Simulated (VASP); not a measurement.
Write the native input for VASP 6.6.1 that does the following.

```yaml
Task: single point
Functional: PBE
Potentials_or_basis: VASP PAW PBE potentials, release 64 (Zn, Cd, O)
Cutoff: 520 eV
k_mesh: 4 × 4 × 4
Occupations: gaussian, width 0.1 eV
Spin: no spin polarisation
Dipole_correction: no
Further_INCAR_settings: ALGO = Normal; EDIFF = 1e-06; NBANDS = 35
```

The structure of ZnCd3O lies in POSCAR:

```
ZnCd3O
1.0
    4.3001024720      0.0000000000      0.0000000000
    0.0000000000      4.3001024720      0.0000000000
    0.0000000000      0.0000000000      5.4735936585
Zn Cd O
1 3 1
Direct
    0.0000000000      0.0000000000      1.1311923523
    0.0000000000      0.5000000000      0.4875515141
    0.5000000000      0.5000000000      0.0671449374
    0.5000000000      0.0000000000      0.4875515141
    0.5000000000      0.5000000000      0.6684587521
```

One way to write it, as run:

INCAR

```
SYSTEM = ZnCd3O
ALGO     = Normal         ! electronic algorithm
EDIFF    = 1E-6           ! SCF threshold, eV
ENCUT    = 520            ! plane-wave cutoff, eV
GGA      = PE             ! functional
ISIF     = 2              ! what is computed and relaxed
ISMEAR   = 0              ! smearing method
LASPH    = .True.         ! aspherical terms in the spheres
LCHARG   = .False.        ! write CHGCAR
LREAL    = .False.        ! projectors in reciprocal space
LWAVE    = .False.        ! write WAVECAR
NBANDS   = 35             ! bands
NELM     = 100            ! most SCF steps
PREC     = Accurate       ! precision mode
SIGMA    = 0.1            ! smearing width, eV
```

KPOINTS

```
k-points
0
Gamma
  4 4 4
  0 0 0
```

Potentials or basis: VASP PAW PBE potentials, release 64 (Zn, Cd, O).

The run is started by

```console
$ cat potpaw_PBE.64/Zn/POTCAR potpaw_PBE.64/Cd/POTCAR potpaw_PBE.64/O/POTCAR > POTCAR
$ mpirun -np 1 vasp_std > vasp.out
```

It gave:

| Property | Result |
| --- | --- |
| Pressure | 0.5 GPa |
| Largest force | 0.074 eV/Å |
| Band gap on the k mesh | zero (band 27 reaches 3.52 eV, above the bottom of band 28 at 0.68 eV) |

Caveat: the k points lie up to 0.37 Å⁻¹ apart.

Wall time 98 s on 1 thread of AMD EPYC 7R13, with other jobs on the host, peak memory 0.2 GiB.
